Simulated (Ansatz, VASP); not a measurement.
# Two plane-wave programs on SrO

```
Sr O
1.0
     0.00000    2.57989    2.57989
     2.57989    0.00000    2.57989
     2.57989    2.57989    0.00000
Sr O
1 1
Cartesian
  2.5799 2.5799 2.5799
  0.0000 0.0000 0.0000
```

Alike in both runs: task single point; functional PBE-based screened hybrid with a share of 0.5 of exact exchange and HFSCREEN = 0.3; k mesh 4 × 4 × 4; no spin polarisation.

|  | VASP | Ansatz |
| --- | --- | --- |
| version | VASP 6.6.1 | Ansatz 0.2.0 |
| potentials or method | VASP PAW PBE potentials, release 64 (Sr_sv, O) | plane waves |
| plane-wave cutoff (eV) | 520 | 420 |
| occupations | gaussian, width 0.01 eV | fixed |
| valence electrons in the cell | 16 | 16 |

```tsv
	VASP	Ansatz	Ansatz less VASP
gap on the k mesh at the Fermi level (eV)	5.81	5.86	+0.050
pressure (GPa)	-1.7	-2.2	-0.51
```

VASP's potentials were made for PBE, not for PBE-based screened hybrid. Ansatz's warnings: stress exchange threshold loose, stress scf threshold loose.

The k mesh is coarse, so the values compare programs but aren't converged.
